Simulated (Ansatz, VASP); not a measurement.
## One calculation of TiCo, two programs

```xyz
2
Lattice="3.4195 0.0000 0.0000 -1.7098 2.9614 0.0000 0.0000 0.0000 2.5783" Properties=species:S:1:pos:R:3 pbc="T T T"
Ti    0.0000    1.9743    1.2891
Co    0.0000    0.0000    1.2891
```

Alike in both runs: task single point; functional PBE; k mesh 6 × 6 × 6; occupations gaussian, width 0.1 eV; collinear spin.

```csv
,VASP,Ansatz
version,VASP 6.6.1,Ansatz 0.2.0
potentials or method,"VASP PAW PBE potentials, release 64 (Ti_sv, Co_sv), cutoff 600 eV","scalar-relativistic, plane waves, PAW"
valence electrons in the cell,29,29
```

|  | VASP | Ansatz | Ansatz less VASP |
| --- | --- | --- | --- |
| gap on the k mesh at the Fermi level (eV) | none | none | - |
| net moment per atom (μB) | 0.11 | 0.11 | +0.004 |
| size of the moment on the site where the two differ most (μB) | 0.16 | 0.11 | -0.052 |

Site moments also hang on the region over which each program counts them. A gap of «none» marks a metal or a gap that the smearing closes. Ansatz's warnings: seeded moment not kept.

The k mesh is coarse, so the values compare programs but aren't converged.
